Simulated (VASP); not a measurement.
# KZrCl4 (F-43m) in VASP: notebook

The runs below take KZrCl4 through single point, with PBE.

All numbers are computed with VASP 6.6.1; they aren't measurements. Logs are shortened: lines on timing, memory, paths and dates and some standing lists are left out, and cuts for length are marked.

### 1 The cell of the first run

The structure is cubic, space group F-43m (No. 216). The conventional cell has a = 8.995 Å, b = 8.995 Å, c = 8.995 Å, α = 90.00°, β = 90.00°, γ = 90.00°. Within 4.9 Å of K (site symmetry -43m) lie 12 Cl at 3.73 Å and 4 Zr at 3.90 Å. Zr (site symmetry -43m) has 12 Cl at 3.73 Å and 4 K at 3.90 Å within 4.9 Å. Within 4.2 Å of Cl (site symmetry 3m) lie 6 Cl at 3.18 Å and 3 Zr at 3.73 Å and 3 K at 3.73 Å.

### 2 Single point, PBE

Contents of INCAR:

```
PREC     = Accurate       # precision mode
ENCUT    = 520            # plane-wave cutoff, eV
EDIFF    = 1E-6           # SCF threshold, eV
ISMEAR   = 0              # smearing method
SIGMA    = 0.1            # smearing width, eV
LREAL    = F              # projectors in reciprocal space
LASPH    = T              # aspherical terms in the spheres
NELM     = 80             # most SCF steps
ALGO     = Normal         # electronic algorithm
ISIF     = 2              # what is computed and relaxed
LWAVE    = F              # write WAVECAR
LCHARG   = F              # write CHGCAR
GGA      = PE             # functional
NBANDS   = 34             # bands
```

Contents of KPOINTS:

```
regular mesh
0
Gamma
  4 4 4
```

Contents of POSCAR:

```
KZrCl4
1.0
    0.0000000000      4.4976606300      4.4976606300
    4.4976606300      0.0000000000      4.4976606300
    4.4976606300      4.4976606300      0.0000000000
K Zr Cl
1 1 4
Direct
    0.7500000000      0.7500000000      0.7500000000
    0.0000000000      0.0000000000      0.0000000000
    0.8753639800      0.3748786700      0.3748786700
    0.3748786700      0.3748786700      0.3748786700
    0.3748786700      0.8753639800      0.3748786700
    0.3748786700      0.3748786700      0.8753639800
```

Potentials or basis: VASP PAW PBE potentials, release 64 (K_sv, Zr_sv, Cl).

Started as:

```sh
cat potpaw_PBE.64/K_sv/POTCAR potpaw_PBE.64/Zr_sv/POTCAR potpaw_PBE.64/Cl/POTCAR > POTCAR
mpirun -np 1 vasp_std > vasp.out
```

OUTCAR:

```text
PREC = Accurate
   ENCUT = 520
   EDIFF = 1E-6
   ISMEAR = 0
   LREAL = F
   LASPH = T
   NELM = 80
   ISIF = 2
   GGA = PE

 ion  position               nearest neighbor table
   1  0.750  0.750  0.750-
   2  0.000  0.000  0.000-
   3  0.875  0.375  0.375-
   4  0.375  0.375  0.375-
   5  0.375  0.875  0.375-
   6  0.375  0.375  0.875-

  LATTYP: Found a face centered cubic cell.
 ALAT       =     8.9953212600

  Lattice vectors:

 A1 = (   0.0000000000,   4.4976606300,   4.4976606300)
 A2 = (   4.4976606300,   0.0000000000,   4.4976606300)
 A3 = (   4.4976606300,   4.4976606300,   0.0000000000)

Analysis of symmetry for initial positions (statically):
=====================================================================
 Subroutine PRICEL returns:
 Original cell was already a primitive cell.

 Routine SETGRP: Setting up the symmetry group for a
 face centered cubic supercell.

 Subroutine GETGRP returns: Found 24 space group operations
 (whereof 24 operations were pure point group operations)
 out of a pool of 48 trial point group operations.

The static configuration has the point symmetry T_d .

Analysis of symmetry for dynamics (positions and initial velocities):
=====================================================================
 Subroutine PRICEL returns:
 Original cell was already a primitive cell.

 Routine SETGRP: Setting up the symmetry group for a
 face centered cubic supercell.

 Subroutine GETGRP returns: Found 24 space group operations
 (whereof 24 operations were pure point group operations)
 out of a pool of 48 trial point group operations.

The dynamic configuration has the point symmetry T_d .

 Subroutine INISYM returns: Found 24 space group operations
 (whereof 24 operations are pure point group operations),
 and found     1 'primitive' translations

----------------------------------------------------------------------------------------

                                     Primitive cell

  volume of cell :     181.9659

  direct lattice vectors                    reciprocal lattice vectors
     0.000000000  4.497660630  4.497660630    -0.111168903  0.111168903  0.111168903
     4.497660630  0.000000000  4.497660630     0.111168903 -0.111168903  0.111168903
     4.497660630  4.497660630  0.000000000     0.111168903  0.111168903 -0.111168903

  length of vectors
     6.360652662  6.360652662  6.360652662     0.192550189  0.192550189  0.192550189

  position of ions in fractional coordinates (direct lattice)
     0.750000000  0.750000000  0.750000000
     0.000000000  0.000000000  0.000000000
     0.875363980  0.374878670  0.374878670
     0.374878670  0.374878670  0.374878670
     0.374878670  0.875363980  0.374878670
     0.374878670  0.374878670  0.875363980

  ion indices of the primitive-cell ions
   primitive index   ion index
                 1           1
                 2           2
                 3           3
                 4           4
                 5           5
                 6           6

----------------------------------------------------------------------------------------

 KPOINTS: regular mesh

Automatic generation of k-mesh.
 Grid dimensions read from file:
 generate k-points for:    4    4    4

 Generating k-lattice:

  Cartesian coordinates                     Fractional coordinates (reciprocal lattice)
    -0.027792226  0.027792226  0.027792226     0.250000000  0.000000000  0.000000000
     0.027792226 -0.027792226  0.027792226     0.000000000  0.250000000  0.000000000
     0.027792226  0.027792226 -0.027792226     0.000000000  0.000000000  0.250000000

  Length of vectors
     0.048137547  0.048137547  0.048137547

  Shift w.r.t. Gamma in fractional coordinates (k-lattice)
     0.000000000  0.000000000  0.000000000

 Subroutine IBZKPT returns following result:
 ===========================================

 Found      8 irreducible k-points:

 Following reciprocal coordinates:
            Coordinates               Weight
  0.000000  0.000000  0.000000      1.000000
  0.250000  0.000000  0.000000      8.000000
  0.500000  0.000000  0.000000      4.000000
  0.250000  0.250000  0.000000      6.000000
  0.500000  0.250000  0.000000     24.000000
 -0.250000  0.250000  0.000000     12.000000
  0.500000  0.500000  0.000000      3.000000
 -0.250000  0.500000  0.250000      6.000000
   k-points           NKPTS =      8   k-points in BZ     NKDIM =      8   number of bands    NBANDS=     34
   number of dos      NEDOS =    301   number of ions     NIONS =      6
   total plane-waves  NPLWV = 110592
   dimension x,y,z NGX =    48 NGY =   48 NGZ =   48
   dimension x,y,z NGXF=    96 NGYF=   96 NGZF=   96
   ions per type =               1   1   4
   NGX,Y,Z   is equivalent  to a cutoff of  12.55, 12.55, 12.55 a.u.
   NGXF,Y,Z  is equivalent  to a cutoff of  25.09, 25.09, 25.09 a.u.
 SYSTEM =  unknown system
   PREC   = accura    normal or accurate (medium, high low for compatibility)
   ISTART =      0    job   : 0-new  1-cont  2-samecut
   ICHARG =      2    charge: 1-file 2-atom 10-const
   ISPIN  =      1    spin polarized calculation?
   LNONCOLLINEAR =      F non collinear calculations
   LSORBIT =      F    spin-orbit coupling
   LASPH  =      T    aspherical Exc in radial PAW
   ENCUT  =  520.0 eV  38.22 Ry    6.18 a.u.  11.83 11.83 11.83*2*pi/ulx,y,z
   NELM   =     80;   NELMIN=  2; NELMDL= -5     # of ELM steps
   EDIFF  = 0.1E-05   stopping-criterion for ELM
   LREAL  =      F    real-space projection
   EDIFFG = 0.1E-04   stopping-criterion for IOM
   NSW    =      0    number of steps for IOM
   IBRION =     -1    ionic relax: 0-MD 1-quasi-New 2-CG
   NFREE  =      0    steps in history (QN), initial steepest desc. (CG)
   ISIF   =      2    stress and relaxation
   ISYM   =      2    0-nonsym 1-usesym 2-fastsym
   POTIM  = 0.5000    time-step for ionic-motion
   TEBEG  =    0.0;   TEEND  =   0.0 temperature during run
   PSTRESS=    0.0 pullay stress
   NELECT =      49.0000    total number of electrons
   NUPDOWN=      -1.0000    fix difference up-down
   EMIN   =  10.00;   EMAX   =-10.00  energy-range for DOS
   EFERMI =   0.00;   METHOD = LEGACY
   ISMEAR =     0;   SIGMA  =   0.10  broadening in eV -4-tet -1-fermi 0-gaus
   EFERMI_NEDOS =   21; number of points for ismear=-14 and -15
   IALGO  =     38    algorithm
   IMIX   =      4    mixing-type and parameters
     AMIX     =   0.40;   BMIX     =  1.00
     AMIX_MAG =   1.60;   BMIX_MAG =  1.00
  volume/ion in A,a.u.               =      30.33       204.66
  Fermi-wavevector in a.u.,A,eV,Ry     =   1.057167  1.997756 15.205893  1.117602
  Thomas-Fermi vector in A             =   2.192430
   LORBIT       =      0    0 simple, 1 ext, 2 COOP (PROOUT), +10 PAW based schemes
   GGA     = PE    functional components
   LHFCALC =     F    Hartree Fock is set to
   AEXX    =    0.0000 exact exchange contribution
   IVDW    =     0    specifies the selected vdW correction
   LEPSILON=     F    determine dielectric tensor
   LRPA    =     F    only Hartree local field effects (RPA)
 non-spin polarized calculation
 Gauss-broadening in eV      SIGMA  =   0.10
  energy-cutoff  :      520.00
  volume of cell :      181.97
 maximum number of plane-waves:      4916
   NGX = 23   NGY = 23   NGZ = 23

 number of electron      48.9999992 magnetization

 Free energy of the ion-electron system (eV)
  ---------------------------------------------------
  ext. energy  EPLUGINS =         0.00000000
  ---------------------------------------------------
  free energy    TOTEN  =       -16.30823963 eV

  energy without entropy =      -16.21764813  energy(sigma->0) =      -16.26294388

 E-fermi :   1.7458     XC(G=0):  -8.2080

 val. band max:        1.7447473204   @ k =   0.2500   0.0000   0.0000
 cond. band min:       1.7612528855   @ k =   0.0000   0.0000   0.0000
 fundamental gap:      0.0165055651
 Fermi energy:         1.7458159685

 k-point     1 :       0.0000    0.0000    0.0000
  band No.  band energies     occupation
      1     -49.5686      2.00000
      2     -28.7318      2.00000
      3     -27.4988      2.00000
      4     -27.4988      2.00000
      5     -27.4988      2.00000
      6     -12.7225      2.00000
[... 26 lines left out ...]
     33       5.7976      0.00000
     34       8.7269      0.00000

 k-point     2 :       0.2500    0.0000    0.0000
  band No.  band energies     occupation
      1     -49.5686      2.00000
      2     -28.7318      2.00000
      3     -27.4988      2.00000
      4     -27.4988      2.00000
      5     -27.4988      2.00000
      6     -12.6522      2.00000
[... 26 lines left out ...]
     33       6.1285      0.00000
     34       8.5663      0.00000

 k-point     3 :       0.5000    0.0000    0.0000
  band No.  band energies     occupation
      1     -49.5686      2.00000
      2     -28.7319      2.00000
      3     -27.4988      2.00000
      4     -27.4988      2.00000
      5     -27.4987      2.00000
      6     -12.5662      2.00000
[... 26 lines left out ...]
     33       6.5316      0.00000
     34       7.9362      0.00000

 k-point     4 :       0.2500    0.2500    0.0000
  band No.  band energies     occupation
      1     -49.5686      2.00000
      2     -28.7318      2.00000
      3     -27.4988      2.00000
      4     -27.4988      2.00000
      5     -27.4987      2.00000
      6     -12.6173      2.00000
[... 26 lines left out ...]
     33       6.0469      0.00000
     34       8.4965      0.00000

 k-point     5 :       0.5000    0.2500    0.0000
  band No.  band energies     occupation
      1     -49.5686      2.00000
      2     -28.7319      2.00000
      3     -27.4989      2.00000
      4     -27.4988      2.00000
      5     -27.4987      2.00000
      6     -12.4961      2.00000
[... 26 lines left out ...]
     33       6.4720      0.00000
     34       8.1564      0.00000

 k-point     6 :      -0.2500    0.2500    0.0000
  band No.  band energies     occupation
      1     -49.5686      2.00000
      2     -28.7319      2.00000
      3     -27.4989      2.00000
      4     -27.4988      2.00000
      5     -27.4987      2.00000
      6     -12.5507      2.00000
[... 26 lines left out ...]
     33       6.5874      0.00000
     34       8.3117      0.00000

 k-point     7 :       0.5000    0.5000    0.0000
  band No.  band energies     occupation
      1     -49.5686      2.00000
      2     -28.7319      2.00000
      3     -27.4988      2.00000
      4     -27.4988      2.00000
      5     -27.4987      2.00000
      6     -12.3849      2.00000
[... 26 lines left out ...]
     33       6.4429      0.00000
     34       7.8211      0.00000

 k-point     8 :      -0.2500    0.5000    0.2500
  band No.  band energies     occupation
      1     -49.5686      2.00000
      2     -28.7319      2.00000
      3     -27.4989      2.00000
      4     -27.4989      2.00000
      5     -27.4986      2.00000
      6     -12.3814      2.00000
[... 26 lines left out ...]
     33       6.5658      0.00000
     34       8.3453      0.00000

------------------------ aborting loop because EDIFF is reached ----------------------------------------

  FORCE on cell =-STRESS in cart. coord.  units (eV):
  Direction    XX          YY          ZZ          XY          YZ          ZX
  --------------------------------------------------------------------------------------
  -------------------------------------------------------------------------------------
  Total       -4.5222973     -4.5222973     -4.5222973      0.0000000      0.0000000      0.0000000
  in kB      -39.8180188    -39.8180188    -39.8180188      0.0000000      0.0000000      0.0000000
  external PRESSURE =     -39.8180188 kB  Pullay stress =       0.0000000 kB

 VOLUME and BASIS-vectors are now :
 -----------------------------------------------------------------------------
  energy-cutoff  :      520.00
  volume of cell :      181.97
      direct lattice vectors                 reciprocal lattice vectors
     0.000000000  4.497660630  4.497660630    -0.111168903  0.111168903  0.111168903
     4.497660630  0.000000000  4.497660630     0.111168903 -0.111168903  0.111168903
     4.497660630  4.497660630  0.000000000     0.111168903  0.111168903 -0.111168903

 POSITION                                       TOTAL-FORCE (eV/Angst)
 -----------------------------------------------------------------------------------
      6.74649      6.74649      6.74649         0.000000      0.000000      0.000000
      0.00000      0.00000      0.00000         0.000000      0.000000      0.000000
      3.37215      5.62317      5.62317        -0.036896      0.036896      0.036896
      3.37215      3.37215      3.37215        -0.036896     -0.036896     -0.036896
      5.62317      3.37215      5.62317         0.036896     -0.036896      0.036896
      5.62317      5.62317      3.37215         0.036896      0.036896     -0.036896
 -----------------------------------------------------------------------------------
    total drift:                                0.000088      0.000088      0.000088

  FREE ENERGIE OF THE ION-ELECTRON SYSTEM (eV)
  ---------------------------------------------------
  free  energy   TOTEN  =       -16.3082396316 eV

  energy  without entropy=      -16.2176481283  energy(sigma->0) =      -16.26294388
```

Wall time 65 s (1 thread of Intel Xeon Platinum 8375C at 2.90GHz (Ice Lake), shared host); peak memory 0.33 GiB.

Results:

```yaml
Free_energy: -16.3082 eV
Pressure: -4.0 GPa
Largest_force: 0.064 eV/Å
```

Forces in eV/Å, atoms in the order of the input:
```
K    0.000  0.000  0.000
Zr   0.000  0.000  0.000
Cl  -0.037  0.037  0.037
Cl  -0.037 -0.037 -0.037
Cl   0.037 -0.037  0.037
Cl   0.037  0.037 -0.037
```

Levels at points of the mesh, in eV from the Fermi level:
```
           k point  band 23  band 24  band 25  band 26  band 27  band 28
(0.00, 0.00, 0.00)     0.02     0.02     0.02     0.16     0.16     0.16
(0.50, 0.00, 0.00)    -0.12    -0.12    -0.10     0.26     0.26     0.42
(0.50, 0.50, 0.00)    -0.19    -0.19     0.07     0.09     0.09     0.12
```

Caveat: an odd number of electrons without spin polarisation forces a metal; a magnetic or distorted state may lie lower.

### 3 Single point, PBE, collinear spin, ferromagnetic start

Contents of INCAR:

```
  PREC = Accurate
  ENCUT = 520
  EDIFF = 1E-6
  ISMEAR = 0
  SIGMA = 0.1
  LREAL = False
  LASPH = True
  NELM = 150
  ALGO = Normal
  ISIF = 2
  LWAVE = False
  LCHARG = True
  ISPIN = 2
  MAGMOM = 0 1 0 0 0 0
  LORBIT = 11
  LMAXMIX = 4
  GGA = PE
  LELF = True
  LVHAR = True
  NBANDS = 38
```

KPOINTS is that of step 2.

POSCAR is that of step 2.

Potentials or basis: VASP PAW PBE potentials, release 64 (K_sv, Zr_sv, Cl).

Started as:

```sh
cat potpaw_PBE.64/K_sv/POTCAR potpaw_PBE.64/Zr_sv/POTCAR potpaw_PBE.64/Cl/POTCAR > POTCAR
mpirun -np 1 vasp_std > vasp.out
```

Run time: 3.7 min. Hardware: 1 thread of Intel Xeon Platinum 8375C at 2.90GHz (Ice Lake), shared host; peak memory 0.45 GiB.

Results (log left out):

- Free energy: -16.8167 eV
- Pressure: -3.4 GPa
- Largest force: 0.114 eV/Å
- Net moment: 2.03 μB per cell
- Site moments: K +0.01; Zr +1.46; Cl -0.01 μB
- Valence electrons inside the program's atomic spheres: K 7.54; Zr 9.53; Cl 5.03

Forces on the atoms (eV/Å):
```
K    0.000  0.000  0.000
Zr   0.000  0.000  0.000
Cl  -0.066  0.066  0.066
Cl  -0.066 -0.066 -0.066
Cl   0.066 -0.066  0.066
Cl   0.066  0.066 -0.066
```

Levels at points of the mesh, in eV from the Fermi level:
Spin up:
```tsv
k point	band 23	band 24	band 25	band 26	band 27	band 28
(0.00, 0.00, 0.00)	-0.10	-0.10	-0.10	0.12	0.12	0.12
(0.50, 0.00, 0.00)	-0.27	-0.11	-0.11	0.13	0.13	0.67
(0.50, 0.50, 0.00)	-0.23	-0.23	-0.04	-0.01	-0.01	0.34
```
Spin down:
```csv
k point,band 22,band 23,band 24,band 25,band 26,band 27
"(0.00, 0.00, 0.00)",0.13,0.13,0.13,0.64,1.57,1.57
"(0.50, 0.00, 0.00)",-0.75,0.01,0.01,1.34,1.40,1.40
"(0.50, 0.50, 0.00)",-1.71,-0.10,-0.10,1.12,1.54,1.55
```
